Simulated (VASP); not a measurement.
# GaP (I-4m2) in VASP: notebook, part 2 of 2

VASP 6.6.1. The steps go on from the part before.

**3. Single point, r2SCAN (strain -0.025 along x and y, +0.025 along z)**

The input, POSCAR:

```
GaP
1.0
    0.0000000000      2.6571187500      2.7933812500
    2.6571187500      0.0000000000      2.7933812500
    2.6571187500      2.6571187500      0.0000000000
Ga P
1 1
Direct
    0.0000000000      0.0000000000      0.0000000000
    0.7500000000      0.7500000000      0.7500000000
```

The input, INCAR.step1:

```
SYSTEM = GaP
ALGO = Normal ; EDIFF = 1E-4
ENCUT = 520 ; GGA = PE
ISMEAR = 0 ; LASPH = .True.
LCHARG = .False. ; LREAL = .False.
LWAVE = .True. ; NBANDS = 16
NELM = 100 ; PREC = Accurate
SIGMA = 0.05
```

The input, INCAR.step2:

```
SYSTEM = GaP
ALGO = Normal ; EDIFF = 1E-6
ENCUT = 520 ; ISIF = 2
ISMEAR = 0 ; ISTART = 1
LASPH = .True. ; LCHARG = .False.
LMIXTAU = .True. ; LREAL = .False.
LWAVE = .False. ; METAGGA = R2SCAN
NBANDS = 16 ; NELM = 100
PREC = Accurate ; SIGMA = 0.05
```

The input, KPOINTS:

```
k-points
0
Gamma
  8 8 8
  0 0 0
```

Potentials or basis: VASP PAW PBE potentials, release 64 (Ga_d, P).

Command:

```bash
$ cat potpaw_PBE.64/Ga_d/POTCAR potpaw_PBE.64/P/POTCAR > POTCAR
$ cp INCAR.step1 INCAR
$ mpirun -np 1 vasp_std > vasp.out
$ cp INCAR.step2 INCAR
$ mpirun -np 1 vasp_std > vasp.out
```

OUTCAR:

```text
SYSTEM = GaP
   EDIFF = 1E-6
   ENCUT = 520
   ISIF = 2
   ISMEAR = 0
   ISTART = 1
   LASPH = .True.
   LREAL = .False.
   METAGGA = R2SCAN
   NELM = 100
   PREC = Accurate

 ion  position               nearest neighbor table
   1  0.000  0.000  0.000-   2 2.34   2 2.34   2 2.34   2 2.34
   2  0.750  0.750  0.750-   1 2.34   1 2.34   1 2.34   1 2.34

  LATTYP: Found a body centered tetragonal cell.
 ALAT       =     3.7577333731
 C/A-ratio  =     1.4867373348

  Lattice vectors:

 A1 = (  -2.6571187500,   0.0000000000,   2.7933812500)
 A2 = (   2.6571187500,   0.0000000000,   2.7933812500)
 A3 = (   0.0000000000,   2.6571187500,  -2.7933812500)

Analysis of symmetry for initial positions (statically):
=====================================================================
 Subroutine PRICEL returns:
 Original cell was already a primitive cell.

 Routine SETGRP: Setting up the symmetry group for a
 body centered tetragonal supercell.

 Subroutine GETGRP returns: Found  8 space group operations
[... 159 lines left out ...]
  ---------------------------------------------------
  ext. energy  EPLUGINS =         0.00000000
  ---------------------------------------------------
  free energy    TOTEN  =       -21.43742137 eV

  energy without entropy =      -21.43742137  energy(sigma->0) =      -21.43742137

 E-fermi :   5.0704     XC(G=0): -10.6783

 val. band max:        4.8427424693   @ k =   0.0000   0.0000   0.0000
 cond. band min:       6.4430612521   @ k =   0.3750   0.0000   0.3750
 fundamental gap:      1.6003187829
 Fermi energy:         5.0703938799

 k-point     1 :       0.0000    0.0000    0.0000
  band No.  band energies     occupation
      1     -10.3142      2.00000
      2     -10.2985      2.00000
      3     -10.2984      2.00000
      4     -10.1856      2.00000
      5     -10.1801      2.00000
      6      -8.4873      2.00000
[... 433 lines left out ...]
      3     -10.2693      2.00000
      4     -10.1939      2.00000
      5     -10.1676      2.00000
      6      -6.8765      2.00000
[... 8 lines left out ...]
     15      16.0685      0.00000
     16      16.6954      0.00000

 [... further k-points ...]
[... 5 lines left out ...]
  --------------------------------------------------------------------------------------
  -------------------------------------------------------------------------------------
  Total        0.9549061      0.9549061     -0.1623607      0.0000000      0.0000000      0.0000000
  in kB       38.7872621     38.7872621     -6.5949177      0.0000000      0.0000000      0.0000000
  external PRESSURE =      23.6598688 kB  Pullay stress =       0.0000000 kB

 VOLUME and BASIS-vectors are now :
 -----------------------------------------------------------------------------
  energy-cutoff  :      520.00
  volume of cell :       39.44
      direct lattice vectors                 reciprocal lattice vectors
     0.000000000  2.657118750  2.793381250    -0.188173750  0.188173750  0.178994543
     2.657118750  0.000000000  2.793381250     0.188173750 -0.188173750  0.178994543
     2.657118750  2.657118750  0.000000000     0.188173750  0.188173750 -0.178994543

 POSITION                                       TOTAL-FORCE (eV/Angst)
 -----------------------------------------------------------------------------------
      0.00000      0.00000      0.00000        -0.000000     -0.000000     -0.000000
      3.98568      3.98568      4.19007         0.000000      0.000000      0.000000
 -----------------------------------------------------------------------------------
    total drift:                                0.000184      0.000184     -0.000262

  FREE ENERGIE OF THE ION-ELECTRON SYSTEM (eV)
  ---------------------------------------------------
  free  energy   TOTEN  =       -21.4374213672 eV

  energy  without entropy=      -21.4374213672  energy(sigma->0) =      -21.43742137
```

OSZICAR.step1:

```text
N       E                     dE             d eps       ncg     rms          rms(c)
DAV:   1     0.811622531906E+02    0.81162E+02   -0.89911E+03  1968   0.165E+03
DAV:   2    -0.290979083280E+01   -0.84072E+02   -0.80342E+02  2168   0.312E+02
DAV:   3    -0.924999089612E+01   -0.63402E+01   -0.63181E+01  2400   0.658E+01
DAV:   4    -0.935283264370E+01   -0.10284E+00   -0.10282E+00  2400   0.909E+00
DAV:   5    -0.935487428896E+01   -0.20416E-02   -0.20416E-02  2424   0.114E+00    0.437E+00
DAV:   6    -0.910500298467E+01    0.24987E+00   -0.38117E-01  2960   0.108E+01    0.291E+00
DAV:   7    -0.907564026016E+01    0.29363E-01   -0.10137E-01  2504   0.219E+00    0.114E+00
DAV:   8    -0.907584681375E+01   -0.20655E-03   -0.13532E-02  2256   0.141E+00    0.221E-01
DAV:   9    -0.907624079438E+01   -0.39398E-03   -0.13005E-03  2432   0.482E-01    0.764E-02
DAV:  10    -0.907630357157E+01   -0.62777E-04   -0.86782E-05  1992   0.124E-01
   1 F= -.90763036E+01 E0= -.90763036E+01  d E =-.190243E-14
```

Wall time 84 s (1 thread of Intel Xeon Platinum 8488C (Sapphire Rapids), shared host); peak memory 0.19 GiB.

Results:

| Item | Value |
| --- | --- |
| Free energy | -21.4374 eV |
| Pressure | 2.4 GPa |
| Band gap on the k mesh | 1.60 eV, indirect (least direct gap 2.44 eV) |

Levels at points of the mesh, in eV from the valence-band top:
| k point | band 5 | band 6 | band 7 | band 8 | band 9 | band 10 | band 11 | band 12 | band 13 | band 14 |
| --- | --- | --- | --- | --- | --- | --- | --- | --- | --- | --- |
| (0.00, 0.00, 0.00) | -15.02 | -13.33 | -0.33 | 0.00 | 0.00 | 2.44 | 4.05 | 4.05 | 4.17 | 9.39 |
| (0.50, 0.00, 0.00) | -15.01 | -11.08 | -7.11 | -1.54 | -1.08 | 1.95 | 4.82 | 5.15 | 8.81 | 11.66 |
| (0.50, 0.50, 0.00) | -15.01 | -10.28 | -7.43 | -2.75 | -2.75 | 2.02 | 2.31 | 11.47 | 11.47 | 11.81 |
| (0.50, 0.00, 0.50) | -15.00 | -10.02 | -7.07 | -3.13 | -3.10 | 1.63 | 1.81 | 11.18 | 11.29 | 12.24 |

Caveat: the cell differs from its parent crystal (strain -0.025 along x and y, +0.025 along z); the PAW data sets were made with another functional, which shifts forces and pressure a little. A k mesh can miss the band edges.
